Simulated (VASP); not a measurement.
# ZnSe (F-43m) in VASP: notebook, part 2 of 2

VASP 6.6.1.

### Step 4. Vibrations by perturbation theory, LDA

This run uses another cell than the first one, of 21.01 Å³/atom.

Input file INCAR:

```
SYSTEM = ZnSe
ALGO = Normal ; EDIFF = 1E-8
ENCUT = 520 ; IBRION = 8
ISIF = 2 ; ISMEAR = 0
LASPH = .True. ; LCHARG = .False.
LREAL = .False. ; LWAVE = .False.
NBANDS = 16 ; NELM = 60
NSW = 1 ; PREC = Accurate
SIGMA = 0.01
```

Input file KPOINTS:

```
k-points
0
Gamma
  8 8 8
  0 0 0
```

Input file POSCAR:

```
ZnSe
1.0
    2.7592058966      2.7592058966      0.0000000000
   -2.7592058966      2.7592058966      0.0000000000
    0.0000000000      2.7592058966      2.7592058966
Zn Se
1 1
Direct
    0.0000000000      0.0000000000      0.0000000000
    0.7500000000      0.2500000000      0.5000000000
```

Potentials or basis: VASP PAW LDA potentials, release 64 (Zn, Se).

The run is started by

```sh
> cat potpaw_LDA.64/Zn/POTCAR potpaw_LDA.64/Se/POTCAR > POTCAR
> mpirun -np 1 vasp_std > vasp.out
```

OUTCAR:

```text
SYSTEM = ZnSe
   EDIFF = 1E-8
   ENCUT = 520
   IBRION = 8
   ISIF = 2
   ISMEAR = 0
   LASPH = .True.
   LREAL = .False.
   NELM = 60
   NSW = 1
   PREC = Accurate

 ion  position               nearest neighbor table
   1  0.000  0.000  0.000-   2 2.39   2 2.39   2 2.39   2 2.39
   2  0.750  0.250  0.500-   1 2.39   1 2.39   1 2.39   1 2.39

  LATTYP: Found a face centered cubic cell.
 ALAT       =     5.5184117932

  Lattice vectors:

 A1 = (   0.0000000000,   2.7592058966,   2.7592058966)
 A2 = (   2.7592058966,   0.0000000000,   2.7592058966)
 A3 = (   2.7592058966,   2.7592058966,   0.0000000000)

Analysis of symmetry for initial positions (statically):
=====================================================================
 Subroutine PRICEL returns:
 Original cell was already a primitive cell.

 Routine SETGRP: Setting up the symmetry group for a
 face centered cubic supercell.

 Subroutine GETGRP returns: Found 24 space group operations
 (whereof 24 operations were pure point group operations)
 out of a pool of 48 trial point group operations.

The static configuration has the point symmetry T_d .

Analysis of symmetry for dynamics (positions and initial velocities):
=====================================================================
 Subroutine PRICEL returns:
 Original cell was already a primitive cell.

 Routine SETGRP: Setting up the symmetry group for a
 face centered cubic supercell.

 Subroutine GETGRP returns: Found 24 space group operations
 (whereof 24 operations were pure point group operations)
[... 642 lines left out ...]
    total drift:                               -0.000001     -0.000000     -0.000000

  FREE ENERGIE OF THE ION-ELECTRON SYSTEM (eV)
  ---------------------------------------------------
  free  energy   TOTEN  =        -7.3619475282 eV

  energy  without entropy=       -7.3619475282  energy(sigma->0) =       -7.36194753

[... ionic steps 2 to 3 ...]

--------------------------------------- Ionic step        4  -------------------------------------------

------------------------ aborting loop because EDIFF is reached ----------------------------------------

[... ionic steps 5 to 6 ...]

--------------------------------------- Ionic step        7  -------------------------------------------

 Free energy of the ion-electron system (eV)
  ---------------------------------------------------
  ---------------------------------------------------
  free energy    TOTEN  =        -0.08225735 eV

  energy without entropy =       -0.08225735

------------------------ aborting loop because EDIFF is reached ----------------------------------------

 INTERNAL STRAIN TENSOR  FOR ION    2  DIRECTION 1   (eV/Angst):
 -----------------------------------------------------------------------------
     0.02677  0.00000  0.00000
     0.00000 -0.03470  7.34601
    -0.00000  7.34601 -0.03470

 INTERNAL STRAIN TENSOR FOR ION    2 for displacements in x,y,z  (eV/Angst):
          X           Y           Z          XY          YZ          ZX
  --------------------------------------------------------------------------------
  x    -0.00000    -0.00000    -0.00000     0.00000     7.34601     0.00000
  y    -0.00000    -0.00000    -0.00000     0.00000     0.00000     7.34601
  z    -0.00000    -0.00000    -0.00000     7.34601     0.00000     0.00000

 SECOND DERIVATIVES (NOT SYMMETRIZED)
 ------------------------------------
               1X          1Y          1Z          2X          2Y          2Z
  1X    -6.942678    0.000000    0.000000    6.942678    0.000000    0.000000
  1Y     0.000000   -6.942678    0.000000    0.000000    6.942678    0.000000
  1Z     0.000000    0.000000   -6.942678    0.000000    0.000000    6.942678
  2X     6.947961   -0.000000    0.000000   -6.947961    0.000000   -0.000000
  2Y     0.000000    6.947961   -0.000000   -0.000000   -6.947961    0.000000
  2Z     0.000000   -0.000000    6.947961   -0.000000    0.000000   -6.947961

 Eigenvectors and eigenvalues of the dynamical matrix
 ----------------------------------------------------

   1 f  =    6.888715 THz    43.283075 2PiTHz  229.782809 cm-1    28.489425 meV
             X         Y         Z           dx          dy          dz
      0.000000  0.000000  0.000000     0.739470   -0.000000   -0.000000
      1.379603  4.138809  1.379603    -0.673190   -0.000000    0.000000
[... 21 lines left out ...]
   6 f/i=    0.001304 THz     0.008195 2PiTHz    0.043505 cm-1     0.005394 meV
             X         Y         Z           dx          dy          dz
      0.000000  0.000000  0.000000    -0.257551    0.396270   -0.479398
      1.379603  4.138809  1.379603    -0.282909    0.435285   -0.526597

--------------------------------------------------------------------------------------------------------

 ELASTIC MODULI CONTR FROM IONIC RELAXATION (kBar)
 Direction    XX          YY          ZZ          XY          YZ          ZX
 --------------------------------------------------------------------------------
 XX          -0.0000     -0.0000     -0.0000      0.0000      0.0000      0.0000
 YY          -0.0000     -0.0000     -0.0000      0.0000      0.0000      0.0000
 ZZ          -0.0000     -0.0000     -0.0000      0.0000      0.0000      0.0000
 XY           0.0000      0.0000      0.0000   -296.6872     -0.0000      0.0000
 YZ           0.0000      0.0000      0.0000     -0.0000   -296.6872     -0.0000
 ZX           0.0000      0.0000      0.0000      0.0000     -0.0000   -296.6872
 --------------------------------------------------------------------------------
```

OSZICAR:

```text
N       E                     dE             d eps       ncg     rms          rms(c)
DAV:   1     0.884275737260E+02    0.88428E+02   -0.89783E+03   928   0.133E+03
DAV:   2    -0.187439036510E+01   -0.90302E+02   -0.84783E+02  1000   0.259E+02
DAV:   3    -0.763063185678E+01   -0.57562E+01   -0.57297E+01  1152   0.639E+01
DAV:   4    -0.767833543022E+01   -0.47704E-01   -0.47699E-01  1088   0.610E+00
[... 36 lines left out ...]
RMM:   7    -0.822554564762E-01    0.42255E-05   -0.11074E-07  5549   0.810E-04    0.301E-04
RMM:   8    -0.822572483527E-01   -0.17919E-05   -0.40325E-08  5725   0.247E-04    0.445E-05
RMM:   9    -0.822574423949E-01   -0.19404E-06   -0.42012E-08  5829   0.796E-05    0.142E-05
RMM:  10    -0.822573380208E-01    0.10437E-06   -0.25589E-09  5689   0.189E-05    0.364E-06
RMM:  11    -0.822573457615E-01   -0.77407E-08   -0.58162E-09  5124   0.631E-06    0.212E-06
 Linear response finished
```

Run time: 4.9 min. Hardware: 1 thread of Intel Xeon 8259CL, shared host; peak memory 0.29 GiB.

Results:

| Quantity | Value |
| --- | --- |
| Highest phonon frequency at Γ, LO-TO splitting left out | 230 cm⁻¹ |

Phonon frequencies in cm⁻¹ (negative: imaginary):
```csv
q point,frequencies
"(0.000, 0.000, 0.000)",0 0 0 230 230 230
```

Caveat: the cell stands under pressure or tension, which shifts response properties.

### Step 5. Vibrations by perturbation theory, LDA

This run uses another cell than the first one, of 21.57 Å³/atom.

Input file INCAR:

```
SYSTEM = ZnSe
  PREC = Accurate
  ENCUT = 520
  EDIFF = 1E-8
  ISMEAR = 0
  SIGMA = 0.01
  LREAL = .False.
  LASPH = .True.
  NELM = 60
  ALGO = Normal
  ISIF = 2
  LWAVE = .False.
  LCHARG = .False.
  IBRION = 8
  NSW = 1
```

Input file KPOINTS:

```
regular mesh
0
Gamma
  8 8 8
  0 0 0
```

Input file POSCAR:

```
ZnSe
1.0
    2.7837594218      2.7837594218      0.0000000000
   -2.7837594218      2.7837594218      0.0000000000
    0.0000000000      2.7837594218      2.7837594218
Zn Se
1 1
Direct
    0.0000000000      0.0000000000      0.0000000000
    0.7500000000      0.2500000000      0.5000000000
```

Potentials or basis: VASP PAW LDA potentials, release 64 (Zn, Se).

The run is started by

```sh
> cat potpaw_LDA.64/Zn/POTCAR potpaw_LDA.64/Se/POTCAR > POTCAR
> mpirun -np 1 vasp_std > vasp.out
```

OUTCAR:

```text
SYSTEM = ZnSe
   PREC = Accurate
   ENCUT = 520
   EDIFF = 1E-8
   ISMEAR = 0
   LREAL = .False.
   LASPH = .True.
   NELM = 60
   ISIF = 2
   IBRION = 8
   NSW = 1

 ion  position               nearest neighbor table
   1  0.000  0.000  0.000-   2 2.41   2 2.41   2 2.41   2 2.41
   2  0.750  0.250  0.500-   1 2.41   1 2.41   1 2.41   1 2.41

  LATTYP: Found a face centered cubic cell.
 ALAT       =     5.5675188436

  Lattice vectors:

 A1 = (   0.0000000000,   2.7837594218,   2.7837594218)
 A2 = (   2.7837594218,   0.0000000000,   2.7837594218)
 A3 = (   2.7837594218,   2.7837594218,   0.0000000000)

Analysis of symmetry for initial positions (statically):
=====================================================================
 Subroutine PRICEL returns:
 Original cell was already a primitive cell.

 Routine SETGRP: Setting up the symmetry group for a
 face centered cubic supercell.

 Subroutine GETGRP returns: Found 24 space group operations
 (whereof 24 operations were pure point group operations)
 out of a pool of 48 trial point group operations.

The static configuration has the point symmetry T_d .

Analysis of symmetry for dynamics (positions and initial velocities):
=====================================================================
 Subroutine PRICEL returns:
 Original cell was already a primitive cell.

 Routine SETGRP: Setting up the symmetry group for a
 face centered cubic supercell.

 Subroutine GETGRP returns: Found 24 space group operations
 (whereof 24 operations were pure point group operations)
 out of a pool of 48 trial point group operations.

The dynamic configuration has the point symmetry T_d .

 Subroutine INISYM returns: Found 24 space group operations
 (whereof 24 operations are pure point group operations),
 and found     1 'primitive' translations

----------------------------------------------------------------------------------------

                                     Primitive cell

  volume of cell :      43.1445

  direct lattice vectors                    reciprocal lattice vectors
     2.783759422  2.783759422  0.000000000     0.179613222  0.179613222 -0.179613222
    -2.783759422  2.783759422  0.000000000    -0.179613222  0.179613222 -0.179613222
     0.000000000  2.783759422  2.783759422     0.000000000  0.000000000  0.359226445

  length of vectors
     3.936830329  3.936830329  3.936830329     0.311099227  0.311099227  0.359226445

  position of ions in fractional coordinates (direct lattice)
     0.000000000  0.000000000  0.000000000
     0.750000000  0.250000000  0.500000000

  ion indices of the primitive-cell ions
   primitive index   ion index
                 1           1
                 2           2

[... 140 lines left out ...]
     10       3.2819      0.00000
     11       7.6750      0.00000
     12       7.6750      0.00000
     13       7.6750      0.00000
[... 354 lines left out ...]
  band No.  band energies     occupation
      1     -10.6166      2.00000
      2      -4.7848      2.00000
      3      -4.7396      2.00000
      4      -4.5261      2.00000
      5      -4.4781      2.00000
      6      -4.2461      2.00000
      7      -3.2727      2.00000
      8      -0.6495      2.00000
      9       0.3712      2.00000
     10       6.2458      0.00000
     11       7.3521      0.00000
     12       9.4324      0.00000
     13      10.6923      0.00000

 [... further k-points ...]

------------------------ aborting loop because EDIFF is reached ----------------------------------------

  FORCE on cell =-STRESS in cart. coord.  units (eV):
  Direction    XX          YY          ZZ          XY          YZ          ZX
  --------------------------------------------------------------------------------------
  -------------------------------------------------------------------------------------
  Total        0.1001023      0.1001023      0.1001023     -0.0000000      0.0000000      0.0000000
  in kB        3.7173156      3.7173156      3.7173156     -0.0000000      0.0000000      0.0000000
  external PRESSURE =       3.7173156 kB  Pullay stress =       0.0000000 kB

 VOLUME and BASIS-vectors are now :
 -----------------------------------------------------------------------------
  energy-cutoff  :      520.00
  volume of cell :       43.14
      direct lattice vectors                 reciprocal lattice vectors
     2.783759422  2.783759422  0.000000000     0.179613222  0.179613222 -0.179613222
    -2.783759422  2.783759422  0.000000000    -0.179613222  0.179613222 -0.179613222
     0.000000000  2.783759422  2.783759422     0.000000000  0.000000000  0.359226445

 POSITION                                       TOTAL-FORCE (eV/Angst)
 -----------------------------------------------------------------------------------
      0.00000      0.00000      0.00000         0.000000     -0.000000     -0.000000
      1.39188      4.17564      1.39188        -0.000000      0.000000      0.000000
 -----------------------------------------------------------------------------------
    total drift:                               -0.000000     -0.000000     -0.000000

  FREE ENERGIE OF THE ION-ELECTRON SYSTEM (eV)
  ---------------------------------------------------
  free  energy   TOTEN  =        -7.3717216578 eV

  energy  without entropy=       -7.3717216578  energy(sigma->0) =       -7.37172166

[... ionic steps 2 to 3 ...]

--------------------------------------- Ionic step        4  -------------------------------------------

------------------------ aborting loop because EDIFF is reached ----------------------------------------

[... ionic steps 5 to 6 ...]

--------------------------------------- Ionic step        7  -------------------------------------------

 Free energy of the ion-electron system (eV)
  ---------------------------------------------------
  ---------------------------------------------------
  free energy    TOTEN  =        -0.08237841 eV

  energy without entropy =       -0.08237841

------------------------ aborting loop because EDIFF is reached ----------------------------------------

 INTERNAL STRAIN TENSOR  FOR ION    2  DIRECTION 1   (eV/Angst):
 -----------------------------------------------------------------------------
     0.02491  0.00000 -0.00000
     0.00000 -0.03196  6.28680
    -0.00000  6.28680 -0.03196

 INTERNAL STRAIN TENSOR FOR ION    2 for displacements in x,y,z  (eV/Angst):
          X           Y           Z          XY          YZ          ZX
  --------------------------------------------------------------------------------
  x     0.00000    -0.00000    -0.00000     0.00000     6.28680    -0.00000
  y    -0.00000     0.00000    -0.00000    -0.00000     0.00000     6.28680
  z    -0.00000    -0.00000     0.00000     6.28680    -0.00000     0.00000

 SECOND DERIVATIVES (NOT SYMMETRIZED)
 ------------------------------------
               1X          1Y          1Z          2X          2Y          2Z
  1X    -6.296510   -0.000000    0.000000    6.296510    0.000000   -0.000000
  1Y     0.000000   -6.296510   -0.000000   -0.000000    6.296510    0.000000
  1Z     0.000000   -0.000000   -6.296510   -0.000000    0.000000    6.296510
  2X     6.375190    0.000000   -0.000000   -6.375190   -0.000000    0.000000
  2Y    -0.000000    6.375190    0.000000    0.000000   -6.375190   -0.000000
  2Z    -0.000000    0.000000    6.375190    0.000000   -0.000000   -6.375190

 Eigenvectors and eigenvalues of the dynamical matrix
 ----------------------------------------------------

   1 f  =    6.577754 THz    41.329246 2PiTHz  219.410250 cm-1    27.203392 meV
             X         Y         Z           dx          dy          dz
      0.000000  0.000000  0.000000     0.737512    0.000000    0.000000
      1.391880  4.175639  1.391880    -0.675334   -0.000000    0.000000
[... 21 lines left out ...]
   6 f/i=    0.020342 THz     0.127814 2PiTHz    0.678546 cm-1     0.084129 meV
             X         Y         Z           dx          dy          dz
      0.000000  0.000000  0.000000     0.000000   -0.000000   -0.675334
      1.391880  4.175639  1.391880    -0.000000    0.000000   -0.737512

--------------------------------------------------------------------------------------------------------

 ELASTIC MODULI CONTR FROM IONIC RELAXATION (kBar)
 Direction    XX          YY          ZZ          XY          YZ          ZX
 --------------------------------------------------------------------------------
 XX          -0.0000      0.0000      0.0000      0.0000     -0.0000      0.0000
 YY           0.0000     -0.0000     -0.0000      0.0000      0.0000     -0.0000
 ZZ           0.0000     -0.0000     -0.0000     -0.0000      0.0000      0.0000
 XY           0.0000      0.0000     -0.0000   -231.8778      0.0000      0.0000
 YZ          -0.0000      0.0000      0.0000      0.0000   -231.8778     -0.0000
 ZX           0.0000     -0.0000      0.0000      0.0000     -0.0000   -231.8778
 --------------------------------------------------------------------------------
```

Run time: 5.4 min. Hardware: 1 thread of Intel Xeon 8259CL, shared host; peak memory 0.28 GiB.

What came out:

* Highest phonon frequency at Γ, LO-TO splitting left out: 219 cm⁻¹

Phonon frequencies in cm⁻¹ (negative: imaginary):
```
              q point           frequencies
(0.000, 0.000, 0.000)  -1 -1 -1 219 219 219
```
